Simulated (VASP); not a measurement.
# Si2W (I4/mmm) in VASP: further runs

Runs on Si2W. Level: PBE. Tasks: single point.

Program: VASP 6.6.1. These are calculated values, not measurements. Logs are shortened: lines on timing, memory, paths and dates and some standing lists are left out, and cuts for length are marked.

## 1. The cell of the first run

Symmetry: I4/mmm, No. 139, tetragonal system. The conventional cell has a = 3.229 Å, b = 3.229 Å, c = 7.867 Å, α = 90.00°, β = 90.00°, γ = 90.00°. Si (site symmetry 4mm) has 5 W at 2.55 to 2.67 Å and 9 Si at 2.56 to 3.23 Å within 3.4 Å. Within 3.4 Å of W (site symmetry 4/mmm) lie 10 Si at 2.55 to 2.67 Å and 4 W at 3.23 Å.

## 2. Single point, PBE

File INCAR:

```
PREC = Accurate
ENCUT = 520
EDIFF = 1E-6
ISMEAR = 0
SIGMA = 0.15
LREAL = False
LASPH = True
NELM = 80
ALGO = Normal
ISIF = 2
LWAVE = False
LCHARG = False
GGA = PE
NBANDS = 18
```

File KPOINTS:

```
regular mesh
0
Gamma
  18 18 18
```

File POSCAR:

```
Si2W
1.0
   -1.6146459823      1.6146459823      3.9336145459
    1.6146459823     -1.6146459823      3.9336145459
    1.6146459823      1.6146459823     -3.9336145459
Si W
2 1
Direct
    0.3239844684      0.3239844684      0.0000000000
    0.6760155316      0.6760155316      0.0000000000
    0.0000000000      0.0000000000      0.0000000000
```

Potentials or basis: VASP PAW PBE potentials, release 64 (Si, W_sv).

Command:

```
> cat potpaw_PBE.64/Si/POTCAR potpaw_PBE.64/W_sv/POTCAR > POTCAR
> mpirun -np 1 vasp_std > vasp.out
```

OUTCAR:

```text
PREC = Accurate
   ENCUT = 520
   EDIFF = 1E-6
   ISMEAR = 0
   LREAL = False
   LASPH = True
   NELM = 80
   ISIF = 2
   GGA = PE

 ion  position               nearest neighbor table
   1  0.324  0.324  0.000-   3 2.55   2 2.56   2 2.56   2 2.56   2 2.56   3 2.67   3 2.67   3 2.67
                             3 2.67   2 2.77
   2  0.676  0.676  0.000-   3 2.55   1 2.56   1 2.56   1 2.56   1 2.56   3 2.67   3 2.67   3 2.67
                             3 2.67   1 2.77
   3  0.000  0.000  0.000-   1 2.55   2 2.55   1 2.67   2 2.67   2 2.67   2 2.67   1 2.67   1 2.67
                             2 2.67   1 2.67

  LATTYP: Found a body centered tetragonal cell.
 ALAT       =     3.2292919646
 C/A-ratio  =     2.4362086730

  Lattice vectors:

 A1 = (  -1.6146459823,   1.6146459823,   3.9336145459)
 A2 = (   1.6146459823,  -1.6146459823,   3.9336145459)
 A3 = (   1.6146459823,   1.6146459823,  -3.9336145459)

Analysis of symmetry for initial positions (statically):
=====================================================================
 Subroutine PRICEL returns:
 Original cell was already a primitive cell.

 Routine SETGRP: Setting up the symmetry group for a
 body centered tetragonal supercell.

 Subroutine GETGRP returns: Found 16 space group operations
 (whereof 16 operations were pure point group operations)
 out of a pool of 16 trial point group operations.

The static configuration has the point symmetry D_4h.

Analysis of symmetry for dynamics (positions and initial velocities):
=====================================================================
 Subroutine PRICEL returns:
 Original cell was already a primitive cell.

 Routine SETGRP: Setting up the symmetry group for a
 body centered tetragonal supercell.

 Subroutine GETGRP returns: Found 16 space group operations
 (whereof 16 operations were pure point group operations)
 out of a pool of 16 trial point group operations.

The dynamic configuration has the point symmetry D_4h.

 Subroutine INISYM returns: Found 16 space group operations
 (whereof 16 operations are pure point group operations),
 and found     1 'primitive' translations

----------------------------------------------------------------------------------------

                                     Primitive cell

  volume of cell :      41.0210

  direct lattice vectors                    reciprocal lattice vectors
    -1.614645982  1.614645982  3.933614546     0.000000000  0.309665404  0.127109556
     1.614645982 -1.614645982  3.933614546     0.309665404  0.000000000  0.127109556
     1.614645982  1.614645982 -3.933614546     0.309665404  0.309665404  0.000000000

  length of vectors
     4.548349887  4.548349887  4.548349887     0.334737960  0.334737960  0.437933014

  position of ions in fractional coordinates (direct lattice)
     0.323984468  0.323984468  0.000000000
     0.676015532  0.676015532  0.000000000
     0.000000000  0.000000000  0.000000000

  ion indices of the primitive-cell ions
   primitive index   ion index
                 1           1
                 2           2
                 3           3

----------------------------------------------------------------------------------------

 KPOINTS: regular mesh

Automatic generation of k-mesh.
 Grid dimensions read from file:
 generate k-points for:   18   18   18

 Generating k-lattice:

  Cartesian coordinates                     Fractional coordinates (reciprocal lattice)
     0.000000000  0.017203634  0.007061642     0.055555556 -0.000000000  0.000000000
     0.017203634  0.000000000  0.007061642    -0.000000000  0.055555556  0.000000000
     0.017203634  0.017203634  0.000000000     0.000000000  0.000000000  0.055555556

  Length of vectors
     0.018596553  0.018596553  0.024329612

  Shift w.r.t. Gamma in fractional coordinates (k-lattice)
     0.000000000  0.000000000  0.000000000

 Subroutine IBZKPT returns following result:
 ===========================================

 Found    480 irreducible k-points:

 Following reciprocal coordinates:
            Coordinates               Weight
  0.000000  0.000000  0.000000      1.000000
  0.055556 -0.000000  0.000000      8.000000
  0.111111 -0.000000  0.000000      8.000000
  0.166667 -0.000000  0.000000      8.000000
  0.222222  0.000000 -0.000000      8.000000
  0.277778 -0.000000  0.000000      8.000000
[... 16 lines left out ...]
 -0.277778  0.055556  0.000000     16.000000
 -0.222222  0.055556 -0.000000     16.000000
 [... further k-points ...]
   k-points           NKPTS =    480   k-points in BZ     NKDIM =    480   number of bands    NBANDS=     18
   number of dos      NEDOS =    301   number of ions     NIONS =      3
   total plane-waves  NPLWV =  46656
   dimension x,y,z NGX =    36 NGY =   36 NGZ =   36
   dimension x,y,z NGXF=    72 NGYF=   72 NGZF=   72
   ions per type =               2   1
   NGX,Y,Z   is equivalent  to a cutoff of  13.16, 13.16, 13.16 a.u.
   NGXF,Y,Z  is equivalent  to a cutoff of  26.32, 26.32, 26.32 a.u.
 SYSTEM =  unknown system
   PREC   = accura    normal or accurate (medium, high low for compatibility)
   ISTART =      0    job   : 0-new  1-cont  2-samecut
   ICHARG =      2    charge: 1-file 2-atom 10-const
   ISPIN  =      1    spin polarized calculation?
   LNONCOLLINEAR =      F non collinear calculations
   LSORBIT =      F    spin-orbit coupling
   LASPH  =      T    aspherical Exc in radial PAW
   ENCUT  =  520.0 eV  38.22 Ry    6.18 a.u.   8.46  8.46  8.46*2*pi/ulx,y,z
   NELM   =     80;   NELMIN=  2; NELMDL= -5     # of ELM steps
   EDIFF  = 0.1E-05   stopping-criterion for ELM
   LREAL  =      F    real-space projection
[... 7 lines left out ...]
   TEBEG  =    0.0;   TEEND  =   0.0 temperature during run
   PSTRESS=    0.0 pullay stress
   NELECT =      22.0000    total number of electrons
   NUPDOWN=      -1.0000    fix difference up-down
   EMIN   =  10.00;   EMAX   =-10.00  energy-range for DOS
   EFERMI =   0.00;   METHOD = LEGACY
   ISMEAR =     0;   SIGMA  =   0.15  broadening in eV -4-tet -1-fermi 0-gaus
   EFERMI_NEDOS =   21; number of points for ismear=-14 and -15
   IALGO  =     38    algorithm
   IMIX   =      4    mixing-type and parameters
     AMIX     =   0.40;   BMIX     =  1.00
     AMIX_MAG =   1.60;   BMIX_MAG =  1.00
  volume/ion in A,a.u.               =      13.67        92.27
  Fermi-wavevector in a.u.,A,eV,Ry     =   1.330088  2.513501 24.070517  1.769133
  Thomas-Fermi vector in A             =   2.459201
   LORBIT       =      0    0 simple, 1 ext, 2 COOP (PROOUT), +10 PAW based schemes
   GGA     = PE    functional components
   LHFCALC =     F    Hartree Fock is set to
   AEXX    =    0.0000 exact exchange contribution
   IVDW    =     0    specifies the selected vdW correction
   LEPSILON=     F    determine dielectric tensor
   LRPA    =     F    only Hartree local field effects (RPA)
 non-spin polarized calculation
 Gauss-broadening in eV      SIGMA  =   0.15
  energy-cutoff  :      520.00
  volume of cell :       41.02
 maximum number of plane-waves:      1134
 NGX is ok and might be reduce to    36

 number of electron      22.0000000 magnetization

 Free energy of the ion-electron system (eV)
  ---------------------------------------------------
  ext. energy  EPLUGINS =         0.00000000
  ---------------------------------------------------
  free energy    TOTEN  =       -24.68748325 eV

  energy without entropy =      -24.68259367  energy(sigma->0) =      -24.68503846

 E-fermi :  11.7769     XC(G=0): -12.4636

 val. band max:       11.7738288875   @ k =  -0.3889  -0.4444   0.2778
 cond. band min:      11.7911276897   @ k =   0.2778   0.2778   0.1667
 fundamental gap:      0.0172988022
 Fermi energy:        11.7768940454

 k-point     1 :       0.0000    0.0000    0.0000
  band No.  band energies     occupation
      1     -62.1498      2.00000
      2     -26.4453      2.00000
      3     -26.3432      2.00000
      4     -26.3432      2.00000
      5      -2.3166      2.00000
      6       5.2934      2.00000
[... 10 lines left out ...]
     17      17.0611      0.00000
     18      17.0611      0.00000

 k-point     2 :       0.0556   -0.0000    0.0000
  band No.  band energies     occupation
      1     -62.1496      2.00000
      2     -26.4449      2.00000
      3     -26.3492      2.00000
      4     -26.3426      2.00000
      5      -2.2597      2.00000
      6       5.2957      2.00000
[... 10 lines left out ...]
     17      17.0944      0.00000
     18      17.2726      0.00000

 k-point     3 :       0.1111   -0.0000    0.0000
  band No.  band energies     occupation
      1     -62.1490      2.00000
      2     -26.4436      2.00000
      3     -26.3667      2.00000
      4     -26.3411      2.00000
      5      -2.0899      2.00000
      6       5.2898      2.00000
[... 10 lines left out ...]
     17      17.2886      0.00000
     18      17.7896      0.00000

 k-point     4 :       0.1667   -0.0000    0.0000
  band No.  band energies     occupation
      1     -62.1481      2.00000
      2     -26.4417      2.00000
      3     -26.3933      2.00000
      4     -26.3387      2.00000
      5      -1.8109      2.00000
      6       5.2260      2.00000
[... 375 lines left out ...]
      4     -26.3356      2.00000
      5      -0.4239      2.00000
      6       4.0223      2.00000
[... 10 lines left out ...]
     17      18.6646      0.00000
     18      20.0486      0.00000

 k-point    23 :      -0.2778    0.0556    0.0000
  band No.  band energies     occupation
      1     -62.1456      2.00000
      2     -26.4595      2.00000
      3     -26.4354      2.00000
      4     -26.3386      2.00000
      5      -0.9752      2.00000
      6       4.6992      2.00000
[... 10 lines left out ...]
     17      18.7642      0.00000
     18      19.4865      0.00000

 k-point    24 :      -0.2222    0.0556   -0.0000
  band No.  band energies     occupation
      1     -62.1468      2.00000
      2     -26.4382      2.00000
      3     -26.4250      2.00000
      4     -26.3417      2.00000
      5      -1.4390      2.00000
      6       5.2468      2.00000
[... 10 lines left out ...]
     17      18.1831      0.00000
     18      19.5044      0.00000

 [... further k-points ...]

------------------------ aborting loop because EDIFF is reached ----------------------------------------

  FORCE on cell =-STRESS in cart. coord.  units (eV):
  Direction    XX          YY          ZZ          XY          YZ          ZX
  --------------------------------------------------------------------------------------
  -------------------------------------------------------------------------------------
  Total       -0.2348365     -0.2348365      0.2404981      0.0000000      0.0000000     -0.0000000
  in kB       -9.1721222     -9.1721222      9.3932471      0.0000000      0.0000000     -0.0000000
  external PRESSURE =      -2.9836657 kB  Pullay stress =       0.0000000 kB

 VOLUME and BASIS-vectors are now :
 -----------------------------------------------------------------------------
  energy-cutoff  :      520.00
  volume of cell :       41.02
      direct lattice vectors                 reciprocal lattice vectors
    -1.614645982  1.614645982  3.933614546     0.000000000  0.309665404  0.127109556
     1.614645982 -1.614645982  3.933614546     0.309665404  0.000000000  0.127109556
     1.614645982  1.614645982 -3.933614546     0.309665404  0.309665404  0.000000000

 POSITION                                       TOTAL-FORCE (eV/Angst)
 -----------------------------------------------------------------------------------
      0.00000      0.00000      2.54886        -0.000000     -0.000000      1.513727
      0.00000      0.00000      5.31837        -0.000000     -0.000000     -1.513727
      0.00000      0.00000      0.00000         0.000000      0.000000      0.000000
 -----------------------------------------------------------------------------------
    total drift:                               -0.000000     -0.000000      0.000000

  FREE ENERGIE OF THE ION-ELECTRON SYSTEM (eV)
  ---------------------------------------------------
  free  energy   TOTEN  =       -24.6874832463 eV

  energy  without entropy=      -24.6825936665  energy(sigma->0) =      -24.68503846
```

Wall time 8.9 min (1 thread of Intel Xeon 8259CL, shared host); peak memory 0.47 GiB.

What came out:

| Item | Value |
| --- | --- |
| Free energy | -24.6875 eV |
| Pressure | -0.3 GPa |
| Largest force | 1.514 eV/Å |
| Band gap on the k mesh | zero (bands 11 and 12 overlap by 1.54 eV) |

Forces on the atoms (eV/Å):
```
Si   0.000  0.000  1.514
Si   0.000  0.000 -1.514
W    0.000  0.000  0.000
```

Caveat: spin-orbit coupling is left out, which moves the levels of the heavy elements; forces of over 1 eV/Å act on the atoms, so gaps and moduli don't describe the material at rest.

## 3. Single point, PBE

This run uses another cell than the first one, of the same volume but with other edges.

File INCAR:

```
SYSTEM = Si2W
PREC = Accurate
ENCUT = 520
EDIFF = 1E-6
ISMEAR = 0
SIGMA = 0.15
LREAL = .False.
LASPH = .True.
NELM = 60
ALGO = Normal
ISIF = 2
LWAVE = .False.
LCHARG = .False.
GGA = PE
NBANDS = 18
```

File KPOINTS:

```
Automatic mesh
0
Gamma
  18 18 18
  0 0 0
```

File POSCAR:

```
Si2W
1.0
   -1.6641748970      1.6641748970      3.7029555634
    1.6641748970     -1.6641748970      3.7029555634
    1.6641748970      1.6641748970     -3.7029555634
Si W
2 1
Direct
    0.3239844684      0.3239844684      0.0000000000
    0.6760155316      0.6760155316      0.0000000000
    0.0000000000      0.0000000000      0.0000000000
```

Potentials or basis: VASP PAW PBE potentials, release 64 (Si, W_sv).

Command:

```
> cat potpaw_PBE.64/Si/POTCAR potpaw_PBE.64/W_sv/POTCAR > POTCAR
> mpirun -np 1 vasp_std > vasp.out
```

It took 9.2 min on 1 thread of Intel Xeon 8259CL, shared host; peak memory 0.47 GiB.

It converged, with:

```yaml
Free_energy: -24.3236 eV
Pressure: 4.9 GPa
Largest_force: 2.164 eV/Å
Band_gap_on_the_k_mesh: zero (bands 11 and 12 overlap by 1.02 eV)
```

Forces on the atoms (eV/Å):
```
Si   0.000  0.000  2.164
Si   0.000  0.000 -2.164
W    0.000  0.000  0.000
```

Stress tensor (GPa, compression positive):
```
-10.89   0.00   0.00
  0.00 -10.89   0.00
  0.00   0.00  36.48
```

Levels at points of the mesh, in eV from the Fermi level:
```csv
k point,band 8,band 9,band 10,band 11,band 12,band 13,band 14,band 15
"(0.00, 0.00, 0.00)",-3.37,-2.73,-2.46,0.45,2.04,2.73,3.11,3.11
"(0.50, 0.00, 0.00)",-4.27,-2.80,-2.70,-0.62,1.99,2.37,4.36,4.71
"(0.50, 0.50, 0.00)",-5.65,-5.20,-2.42,-1.29,2.65,2.76,3.41,4.79
"(0.50, 0.50, 0.50)",-3.34,-1.52,-1.52,-0.29,-0.29,0.76,5.36,5.85
```

Caveat: the cell stands under pressure; spin-orbit coupling is left out, which moves the levels of the heavy elements; forces of over 1 eV/Å act on the atoms, so gaps and moduli don't describe the material at rest.

## 4. Single point, PBE

File INCAR:

```
SYSTEM = Si2W
PREC     = Accurate       ! precision mode
ENCUT    = 520            ! plane-wave cutoff, eV
EDIFF    = 1E-6           ! SCF threshold, eV
ISMEAR   = 0              ! smearing method
SIGMA    = 0.15           ! smearing width, eV
LREAL    = .FALSE.        ! projectors in reciprocal space
LASPH    = .TRUE.         ! aspherical terms in the spheres
NELM     = 60             ! most SCF steps
ALGO     = Normal         ! electronic algorithm
ISIF     = 2              ! what is computed and relaxed
LWAVE    = .FALSE.        ! write WAVECAR
LCHARG   = .FALSE.        ! write CHGCAR
GGA      = PE             ! functional
NBANDS   = 18             ! bands
```

File KPOINTS:

```
Automatic mesh
0
G
  18 18 18
  0 0 0
```

File POSCAR:

```
Si2W
1.0
   -1.6386752609      1.6386752609      3.8190965631
    1.6386752609     -1.6386752609      3.8190965631
    1.6386752609      1.6386752609     -3.8190965631
Si W
2 1
Direct
    0.3133835313      0.3133835313      0.0000000000
    0.6866164687      0.6866164687      0.0000000000
    0.0000000000      0.0000000000      0.0000000000
```

Command:

```
> cat potpaw_PBE.64/Si/POTCAR potpaw_PBE.64/W_sv/POTCAR > POTCAR
> mpirun -np 1 vasp_std > vasp.out
```

Wall time 9 min (1 thread of Intel Xeon 8259CL, shared host); peak memory 0.47 GiB.

The run converged. Its results:

* Free energy: -24.1773 eV
* Pressure: 4.5 GPa
* Largest force: 3.393 eV/Å
* Band gap on the k mesh: zero (bands 11 and 12 overlap by 1.49 eV)

Forces on the atoms (eV/Å):
```
Si   0.000  0.000  3.393
Si   0.000  0.000 -3.393
W    0.000  0.000  0.000
```

Stress tensor (GPa, compression positive):
```
-5.61  0.00  0.00
 0.00 -5.61  0.00
 0.00  0.00 24.77
```

Levels at points of the mesh, in eV from the Fermi level:
```tsv
k point	band 7	band 8	band 9	band 10	band 11	band 12	band 13	band 14	band 15	band 16
(0.00, 0.00, 0.00)	-3.52	-3.52	-3.18	-2.72	0.78	1.85	2.26	3.88	3.88	4.59
(0.50, 0.00, 0.00)	-4.98	-4.23	-3.00	-2.45	-0.63	1.72	2.58	4.33	4.43	5.43
(0.50, 0.50, 0.00)	-6.48	-6.05	-5.34	-2.78	-0.93	2.46	2.83	2.97	3.99	5.13
(0.50, 0.50, 0.50)	-3.69	-3.47	-1.63	-1.63	-0.45	-0.45	1.06	4.88	5.28	5.41
```

Caveat: the cell stands under pressure; spin-orbit coupling is left out, which moves the levels of the heavy elements; forces of over 1 eV/Å act on the atoms, so gaps and moduli don't describe the material at rest.

## 5. The runs side by side

```csv
cell,gap on the mesh (eV),pressure (GPa),largest force (eV/Å)
"a = 4.548 Å, angles 138.4, 138.4, 60.3°, 3 atoms, atomic positions A",none,-0.3,1.51
"a = 4.388 Å, angles 135.4, 135.4, 64.9°, 3 atoms, atomic positions A",none,4.9,2.16
"a = 4.467 Å, angles 137.0, 137.0, 62.5°, 3 atoms, atomic positions B",none,4.5,3.39
```

Alike in all rows: task single point; level PBE; potentials or basis VASP PAW PBE potentials, release 64 (Si, W_sv); no spin polarisation; k mesh 18 × 18 × 18; cutoff (eV) 520; smearing gaussian 0.15 eV.

Caveats: spin-orbit coupling is left out, which moves the levels of the heavy elements; forces of over 1 eV/Å act on the atoms, so gaps and moduli don't describe the material at rest; the cell stands under pressure (at least some runs).

Total energies depend on the potentials used, so only differences within one code and one set of settings carry meaning.
